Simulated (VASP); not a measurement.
Ti, 1 atom in the cell. It takes space group I4/mmm (No. 139, tetragonal). The conventional cell has a = 2.782 Å, b = 2.782 Å, c = 3.642 Å, α = 90.00°, β = 90.00°, γ = 90.00°. Ti (site symmetry 4/mmm) has 12 Ti at 2.68 to 2.78 Å within 3.5 Å. 

- Program: VASP 6.6.1
- Task: single point
- Functional: LDA
- Potentials or basis: VASP PAW LDA potentials, release 64 (Ti_sv)
- Cutoff: 520 eV
- k mesh: 22 × 22 × 22
- Occupations: gaussian, width 0.15 eV
- Spin: no spin polarisation
- Dipole correction: no
- Further INCAR settings: ALGO = Fast; EDIFF = 1e-06; NBANDS = 12

Potentials or basis: VASP PAW LDA potentials, release 64 (Ti_sv).

Command:

```console
$ cat potpaw_LDA.64/Ti_sv/POTCAR > POTCAR
$ mpirun -np 1 vasp_std > vasp.out
```

Hardware: 1 thread of Intel Xeon 8259CL, on a shared host.

Estimate the wall time of this run.

Run time: 4.3 min on 1 thread of Intel Xeon 8259CL, with other jobs on the host, peak memory 0.25 GiB. Counts: scf iterations 20, k points 834.
